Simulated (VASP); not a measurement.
# Hf2SnS3 (P6/mmm) in VASP: notebook

The runs below take Hf2SnS3 through single point, relaxation of cell and atoms, with PBE.

Program: VASP 6.6.1. These are calculated values, not measurements. Logs are shortened: lines on timing, memory, paths and dates and some standing lists are left out, and cuts for length are marked.

### Step 1. The cell of the first run

Symmetry: P6/mmm, No. 191, hexagonal system. Conventional cell: a = 5.743 Å, b = 5.743 Å, c = 4.902 Å, α = 90.00°, β = 90.00°, γ = 120.00°. Within 3.4 Å of Hf (site symmetry -6m2) lie 2 S at 2.45 Å and 3 Sn at 3.32 Å and 3 Hf at 3.32 Å. Sn (site symmetry 6/mmm) has 2 S at 2.45 Å and 6 Hf at 3.32 Å within 3.4 Å. Within 3.4 Å of S (site symmetry -6m2) lie 2 Hf at 2.45 Å and 6 S at 3.32 Å. Within 3.4 Å of S (site symmetry 6/mmm) lie 2 Sn at 2.45 Å and 6 S at 3.32 Å.

The cell was generated, and may not be a known phase.

### Step 2. Single point, PBE

INCAR reads:

```
SYSTEM = Hf2SnS3
ALGO = Normal ; EDIFF = 1E-6
ENCUT = 520 ; GGA = PE
ISIF = 2 ; ISMEAR = 0
LASPH = .True. ; LCHARG = .False.
LREAL = .False. ; LWAVE = .False.
NBANDS = 35 ; NELM = 60
PREC = Accurate ; SIGMA = 0.1
```

KPOINTS reads:

```
k-points
0
Gamma
  6 6 4
  0 0 0
```

POSCAR reads:

```
Hf2SnS3
1.0
    5.7432048486      0.0000000034      0.0000000000
   -2.8716024272      4.9737612963      0.0000000000
    0.0000000000      0.0000000000      4.9017547058
Hf Sn S
2 1 3
Direct
    0.3333333333      0.6666666667      0.5000000000
    0.6666666667      0.3333333333      0.5000000000
    0.0000000000      0.0000000000      0.5000000000
    0.3333333333      0.6666666667      0.0000000000
    0.6666666667      0.3333333333      0.0000000000
    0.0000000000      0.0000000000      0.0000000000
```

Potentials or basis: VASP PAW PBE potentials, release 64 (Hf_pv, Sn_d, S).

The run is started by

```
$ cat potpaw_PBE.64/Hf_pv/POTCAR potpaw_PBE.64/Sn_d/POTCAR potpaw_PBE.64/S/POTCAR > POTCAR
$ mpirun -np 1 vasp_std > vasp.out
```

OUTCAR:

```text
SYSTEM = Hf2SnS3
   EDIFF = 1E-6
   ENCUT = 520
   GGA = PE
   ISIF = 2
   ISMEAR = 0
   LASPH = .True.
   LREAL = .False.
   NELM = 60
   PREC = Accurate

 ion  position               nearest neighbor table
   1  0.333  0.667  0.500-   4 2.45   4 2.45   3 3.32   2 3.32   2 3.32   3 3.32   3 3.32   2 3.32

   2  0.667  0.333  0.500-   5 2.45   5 2.45   3 3.32   1 3.32   1 3.32   3 3.32   3 3.32   1 3.32

   3  0.000  0.000  0.500-   6 2.45   6 2.45   1 3.32   2 3.32   1 3.32   2 3.32   2 3.32   1 3.32

   4  0.333  0.667  0.000-   1 2.45   1 2.45
   5  0.667  0.333  0.000-   2 2.45   2 2.45
   6  0.000  0.000  0.000-   3 2.45   3 2.45

  LATTYP: Found a hexagonal cell.
 ALAT       =     5.7432048486
 C/A-ratio  =     0.8534877016

  Lattice vectors:

 A1 = (   5.7432048486,   0.0000000034,   0.0000000000)
 A2 = (  -2.8716024272,   4.9737612963,   0.0000000000)
 A3 = (   0.0000000000,   0.0000000000,   4.9017547058)

Analysis of symmetry for initial positions (statically):
=====================================================================
 Subroutine PRICEL returns:
 Original cell was already a primitive cell.

 Routine SETGRP: Setting up the symmetry group for a
 hexagonal supercell.

 Subroutine GETGRP returns: Found 24 space group operations
 (whereof 24 operations were pure point group operations)
 out of a pool of 24 trial point group operations.

The static configuration has the point symmetry D_6h.

Analysis of symmetry for dynamics (positions and initial velocities):
=====================================================================
 Subroutine PRICEL returns:
 Original cell was already a primitive cell.

 Routine SETGRP: Setting up the symmetry group for a
 hexagonal supercell.

 Subroutine GETGRP returns: Found 24 space group operations
 (whereof 24 operations were pure point group operations)
 out of a pool of 24 trial point group operations.

The dynamic configuration has the point symmetry D_6h.

 Subroutine INISYM returns: Found 24 space group operations
 (whereof 24 operations are pure point group operations),
 and found     1 'primitive' translations

----------------------------------------------------------------------------------------

                                     Primitive cell
[... 94 lines left out ...]
   NELM   =     60;   NELMIN=  2; NELMDL= -5     # of ELM steps
   EDIFF  = 0.1E-05   stopping-criterion for ELM
   LREAL  =      F    real-space projection
   EDIFFG = 0.1E-04   stopping-criterion for IOM
   NSW    =      0    number of steps for IOM
   IBRION =     -1    ionic relax: 0-MD 1-quasi-New 2-CG
   NFREE  =      0    steps in history (QN), initial steepest desc. (CG)
   ISIF   =      2    stress and relaxation
   ISYM   =      2    0-nonsym 1-usesym 2-fastsym
   POTIM  = 0.5000    time-step for ionic-motion
   TEBEG  =    0.0;   TEEND  =   0.0 temperature during run
   PSTRESS=    0.0 pullay stress
   NELECT =      52.0000    total number of electrons
   NUPDOWN=      -1.0000    fix difference up-down
   EMIN   =  10.00;   EMAX   =-10.00  energy-range for DOS
   EFERMI =   0.00;   METHOD = LEGACY
   ISMEAR =     0;   SIGMA  =   0.10  broadening in eV -4-tet -1-fermi 0-gaus
   EFERMI_NEDOS =   21; number of points for ismear=-14 and -15
   IALGO  =     38    algorithm
   IMIX   =      4    mixing-type and parameters
     AMIX     =   0.40;   BMIX     =  1.00
     AMIX_MAG =   1.60;   BMIX_MAG =  1.00
  volume/ion in A,a.u.               =      23.34       157.48
  Fermi-wavevector in a.u.,A,eV,Ry     =   1.176736  2.223708 18.840088  1.384707
  Thomas-Fermi vector in A             =   2.313095
   LORBIT       =      0    0 simple, 1 ext, 2 COOP (PROOUT), +10 PAW based schemes
   GGA     = PE    functional components
   LHFCALC =     F    Hartree Fock is set to
   AEXX    =    0.0000 exact exchange contribution
   IVDW    =     0    specifies the selected vdW correction
   LEPSILON=     F    determine dielectric tensor
   LRPA    =     F    only Hartree local field effects (RPA)
 non-spin polarized calculation
 Gauss-broadening in eV      SIGMA  =   0.10
  energy-cutoff  :      520.00
  volume of cell :      140.02
 maximum number of plane-waves:      3790
 NGX is ok and might be reduce to    48
   NGX = 21   NGY = 21   NGZ = 19

 number of electron      52.0000005 magnetization

 Free energy of the ion-electron system (eV)
  ---------------------------------------------------
  ext. energy  EPLUGINS =         0.00000000
  ---------------------------------------------------
  free energy    TOTEN  =       -35.88107164 eV

  energy without entropy =      -35.85156998  energy(sigma->0) =      -35.86632081

 E-fermi :   4.7392     XC(G=0): -10.0910

 val. band max:        4.7303122903   @ k =   0.0000   0.0000   0.0000
 cond. band min:       4.7706928222   @ k =   0.3333  -0.0000   0.5000
 fundamental gap:      0.0403805319
 Fermi energy:         4.7391875729

 k-point     1 :       0.0000    0.0000    0.0000
  band No.  band energies     occupation
      1     -26.6732      2.00000
      2     -26.6732      2.00000
      3     -26.5720      2.00000
      4     -26.5341      2.00000
      5     -26.5016      2.00000
      6     -26.5016      2.00000
[... 787 lines left out ...]
     34       9.2799      0.00000
     35       9.3353      0.00000

------------------------ aborting loop because EDIFF is reached ----------------------------------------

  FORCE on cell =-STRESS in cart. coord.  units (eV):
  Direction    XX          YY          ZZ          XY          YZ          ZX
  --------------------------------------------------------------------------------------
  -------------------------------------------------------------------------------------
  Total        0.0179161      0.0179161     -0.3924849      0.0000000      0.0000000      0.0000000
  in kB        0.2050043      0.2050043     -4.4909967      0.0000000      0.0000000      0.0000000
  external PRESSURE =      -1.3603294 kB  Pullay stress =       0.0000000 kB

 VOLUME and BASIS-vectors are now :
 -----------------------------------------------------------------------------
  energy-cutoff  :      520.00
  volume of cell :      140.02
      direct lattice vectors                 reciprocal lattice vectors
     5.743204849  0.000000003  0.000000000     0.174118811  0.100527543  0.000000000
    -2.871602427  4.973761296  0.000000000    -0.000000000  0.201055085  0.000000000
     0.000000000  0.000000000  4.901754706     0.000000000  0.000000000  0.204008577

 POSITION                                       TOTAL-FORCE (eV/Angst)
 -----------------------------------------------------------------------------------
     -0.00000      3.31584      2.45088         0.000000      0.000000      0.000000
      2.87160      1.65792      2.45088         0.000000     -0.000000      0.000000
      0.00000      0.00000      2.45088        -0.000000     -0.000000      0.000000
     -0.00000      3.31584      0.00000         0.000000      0.000000      0.000000
      2.87160      1.65792      0.00000        -0.000000     -0.000000      0.000000
      0.00000      0.00000      0.00000        -0.000000     -0.000000      0.000000
 -----------------------------------------------------------------------------------
    total drift:                               -0.000000      0.000000      0.000000

  FREE ENERGIE OF THE ION-ELECTRON SYSTEM (eV)
  ---------------------------------------------------
  free  energy   TOTEN  =       -35.8810716392 eV

  energy  without entropy=      -35.8515699828  energy(sigma->0) =      -35.86632081
```

OSZICAR:

```text
N       E                     dE             d eps       ncg     rms          rms(c)
DAV:   1     0.403142245928E+03    0.40314E+03   -0.25120E+04  1473   0.159E+03
DAV:   2     0.184907688621E+02   -0.38465E+03   -0.36768E+03  1489   0.428E+02
DAV:   3    -0.367820085219E+02   -0.55273E+02   -0.52740E+02  1870   0.125E+02
[... 11 lines left out ...]
DAV:  15    -0.358810833037E+02   -0.55909E-06   -0.10913E-04  1870   0.485E-02    0.118E-01
DAV:  16    -0.358810807572E+02    0.25465E-05   -0.97770E-06  1789   0.154E-02    0.650E-02
DAV:  17    -0.358810734597E+02    0.72974E-05   -0.86313E-06  1461   0.104E-02    0.426E-02
DAV:  18    -0.358810719181E+02    0.15416E-05   -0.28465E-06  1263   0.682E-03    0.203E-02
DAV:  19    -0.358810716392E+02    0.27895E-06   -0.30810E-07   870   0.282E-03
   1 F= -.35881072E+02 E0= -.35866321E+02  d E =-.295017E-01
```

Wall time 79 s (1 thread of Intel Xeon Platinum 8488C (Sapphire Rapids), shared host); peak memory 0.32 GiB.

Results:

```yaml
Free_energy: -35.8811 eV
Pressure: -0.1 GPa
Band_gap_on_the_k_mesh: zero (bands 26 and 27 overlap by 0.56 eV)
```

Caveat: spin-orbit coupling is left out, which moves the levels of the heavy elements.

### Step 3. Relaxation of cell and atoms, PBE

This run uses another cell than the first one, of 25.23 Å³/atom.

INCAR reads:

```
PREC = Accurate ; ENCUT = 600
EDIFF = 1E-6 ; ISMEAR = 0
SIGMA = 0.1 ; LREAL = False
LASPH = True ; NELM = 100
ALGO = Normal ; ISIF = 3
LWAVE = False ; LCHARG = False
GGA = PE ; IBRION = 2
NSW = 90 ; EDIFFG = -0.04
```

KPOINTS reads:

```
regular mesh
0
Gamma
  6 6 4
```

POSCAR reads:

```
Hf2SnS3
1.0
    4.9246043700      0.0000000000      0.0000000000
   -2.4623021900      4.2648324900      0.0000000000
    0.0000000000      0.0000000000      7.2069184100
Hf Sn S
2 1 3
Direct
    0.3333333300      0.6666666700      0.5000000000
    0.6666666700      0.3333333300      0.5000000000
    0.0000000000      0.0000000000      0.5000000000
    0.3333333300      0.6666666700      0.0000000000
    0.6666666700      0.3333333300      0.0000000000
    0.0000000000      0.0000000000      0.0000000000
```

Potentials or basis: VASP PAW PBE potentials, release 64 (Hf_pv, Sn_d, S).

The run is started by

```
$ cat potpaw_PBE.64/Hf_pv/POTCAR potpaw_PBE.64/Sn_d/POTCAR potpaw_PBE.64/S/POTCAR > POTCAR
$ mpirun -np 1 vasp_std > vasp.out
```

It took 13 min on 1 thread of Intel Xeon Platinum 8488C (Sapphire Rapids), shared host; peak memory 0.4 GiB.

The run converged. Its results:

| Quantity | Value |
| --- | --- |
| Free energy | -35.8767 eV |
| Relaxed volume | 23.35 Å³/atom |
| Relaxed cell | a = 5.748 Å, b = 5.748 Å, c = 4.897 Å, α = 90.00°, β = 90.00°, γ = 120.00° |
| Space group after relaxing (to 0.1 Å) | P6/mmm (No. 191) |
| Energy gained by relaxing | 958.1 meV/atom |
| Ionic steps | 14 |
| Pressure after relaxing | 0.0 GPa |
| Band gap on the k mesh | zero (bands 26 and 27 overlap by 0.54 eV) |

Stress tensor (GPa, compression positive):
```
 0.04  0.00  0.00
 0.00  0.04  0.00
 0.00  0.00 -0.15
```

Step by step:
```csv
step,energy change (eV),largest force (eV/Å),pressure (GPa),volume (Å³)
1,0.0000,0.0000,-1.22,151.36
2,-1.1925,0.0000,-4.52,146.57
3,-5.4605,0.0000,8.27,124.54
4,-4.5849,0.0000,-4.83,134.18
5,-5.5912,0.0000,1.53,127.89
6,-5.6145,0.0000,3.28,126.87
7,-5.6013,0.0000,4.57,126.19
8,-5.4145,0.0000,-5.94,144.11
9,-5.6822,0.0000,0.10,132.21
10,-5.7393,0.0000,0.25,136.50
11,-5.7463,0.0000,0.51,138.35
12,-5.7466,0.0000,0.59,138.82
13,-5.7397,0.0000,-1.20,142.87
14,-5.7487,0.0000,-0.02,140.11
```

Final structure:
```
Hf Sn S
1.0
     5.74800    0.00000    0.00000
    -2.87400    4.97791    0.00000
     0.00000    0.00000    4.89680
Hf Sn S
2 1 3
Direct
  0.33333 0.66667 0.50000
  0.66667 0.33333 0.50000
  0.00000 0.00000 0.50000
  0.33333 0.66667 0.00000
  0.66667 0.33333 0.00000
  0.00000 0.00000 0.00000
```

Levels at points of the mesh, in eV from the Fermi level:
| k point | band 24 | band 25 | band 26 | band 27 | band 28 | band 29 |
| --- | --- | --- | --- | --- | --- | --- |
| (0.00, 0.00, 0.00) | -0.29 | -0.02 | 0.24 | 0.24 | 0.62 | 0.62 |
| (0.50, 0.00, 0.00) | -0.80 | -0.57 | -0.49 | -0.09 | 0.39 | 0.80 |
| (0.00, 0.00, 0.50) | -1.61 | 0.09 | 0.09 | 0.45 | 0.45 | 3.13 |
| (0.50, 0.00, 0.50) | -0.87 | -0.85 | -0.75 | 0.20 | 0.28 | 2.28 |

Caveat: a cell axis changed by over 15 % at a fixed basis, so the end point is rough; spin-orbit coupling is left out, which moves the levels of the heavy elements.

The gap in the log of VASP goes by the Fermi energy; the results here count the filled bands.